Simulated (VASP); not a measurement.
## TePt: single point with LDA+U

TePt:

```
Pt Te
1.0
     4.42780    0.00000    0.00000
     0.00000    4.42780    0.00000
     0.00000    0.00000    6.48315
Pt Te
2 2
Direct
  0.00000 0.00000 0.00000
  0.50000 0.50000 0.00000
  0.50000 0.00000 0.26700
  0.00000 0.50000 0.73300
```

```yaml
Program: VASP 6.6.1
Task: single point
Functional: LDA
Potentials_or_basis: VASP PAW LDA potentials, release 64 (Pt, Te)
Cutoff: 500 eV
k_mesh: 4 × 4 × 3
Occupations: gaussian, width 0.05 eV
Spin: non-collinear spin, twin_end start, moments held on the sites
Starting_moments: "[[0.0, 0.0, 2.0], [-0.0, -0.0, -1.0], [0.0, 0.0, 0.05], [0.0, 0.0, 0.05]] μB"
Hubbard_terms: Pt d U = 4.0 eV, J = 0.7 eV
Dipole_correction: no
LDAUTYPE: 1
Hund's_J: 0.7
Constraint_on_the_moments_I_CONSTRAINED_M: 2
Penalty_LAMBDA: 10
Further_INCAR_settings: ALGO = Normal; EDIFF = 1e-06; NBANDS = 46; ISYM = -1; AMIX = 0.2; BMIX = 0.0001
```

| Property | Result |
| --- | --- |
| Largest force | 2.014 eV/Å |
| Band gap on the k mesh | zero (bands 32 and 33 overlap by 1.99 eV) |
| Net moment | 2.05 μB per cell |
| Valence electrons inside the program's atomic spheres | Pt 9.18, 9.19; Te 3.23 |

Forces in eV/Å, atoms in the order of the input:
```
Pt   0.000  0.000  0.000
Pt   0.000  0.000  0.000
Te   0.000  0.000 -2.014
Te   0.000  0.000  2.014
```

Levels at points of the mesh, in eV from the Fermi level:
```
           k point  band 29  band 30  band 31  band 32  band 33  band 34  band 35  band 36
(0.00, 0.00, 0.00)    -0.79     0.02     0.26     0.36     0.98     0.98     1.25     1.45
(0.50, 0.00, 0.00)    -0.97    -0.97    -0.17    -0.17     0.11     0.11     0.85     0.85
(0.00, 0.50, 0.00)    -0.97    -0.97    -0.17    -0.17     0.11     0.11     0.85     0.85
(0.50, 0.50, 0.00)    -1.78    -1.78    -1.54    -1.54    -1.29    -1.29     0.10     0.10
```

Moments on the atoms (μB; x, y, z):
```
Pt  0.00 0.00 0.77
Pt  0.00 0.00 0.77
Te  0.00 0.00 0.15
Te  0.00 0.00 0.15
```

Run time: 10 min on 1 thread of Intel(R) Xeon(R) 6975P-C (Granite Rapids), with other jobs on the host, peak memory 0.57 GiB.

Caveat: moments held by a penalty; spin-orbit coupling is left out, which moves the levels of the heavy elements; the U is typed as a test and isn't derived for this compound; forces of over 1 eV/Å act on the atoms, so gaps and moduli don't describe the material at rest. The state reached can hang on the start; a lower one may exist.
